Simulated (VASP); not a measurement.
Wanted: the native input for a VASP 6.6.1 run.

```yaml
Task: single point
Functional: PBEsol
Potentials_or_basis: VASP PAW PBE potentials, release 64 (Na_pv)
Cutoff: 520 eV
k_mesh: 16 × 16 × 16
Occupations: gaussian, width 0.15 eV
Spin: no spin polarisation
Dipole_correction: no
Further_INCAR_settings: ALGO = Fast; EDIFF = 1e-06; NBANDS = 10
```

The structure of Na lies in POSCAR:

```
Na
1.0
   -2.1810250000      2.1810250000      2.1810250000
    2.1810250000     -2.1810250000      2.1810250000
    2.1810250000      2.1810250000     -2.1810250000
Na
1
Direct
    0.0000000000      0.0000000000      0.0000000000
```

This cell differs from its parent crystal: strain +0.030 along x and y, +0.030 along z.

One way to write it, as run:

INCAR

```
PREC = Accurate
ENCUT = 520
EDIFF = 1E-6
ISMEAR = 0
SIGMA = 0.15
LREAL = False
LASPH = True
NELM = 80
ALGO = Fast
ISIF = 2
LWAVE = False
LCHARG = False
GGA = PS
NBANDS = 10
```

KPOINTS

```
Automatic mesh
0
Gamma
  16 16 16
```

Potentials or basis: VASP PAW PBE potentials, release 64 (Na_pv).

The run is started by

```console
$ cat potpaw_PBE.64/Na_pv/POTCAR > POTCAR
$ mpirun -np 1 vasp_std > vasp.out
```

It gave:

* Pressure: -0.7 GPa

Caveat: the cell differs from its parent crystal (strain +0.030 along x and y, +0.030 along z); the PAW data sets were made with another functional, which shifts forces and pressure a little.

Wall time 69 s on 1 thread of AMD EPYC 7R13, with other jobs on the host, peak memory 0.15 GiB.
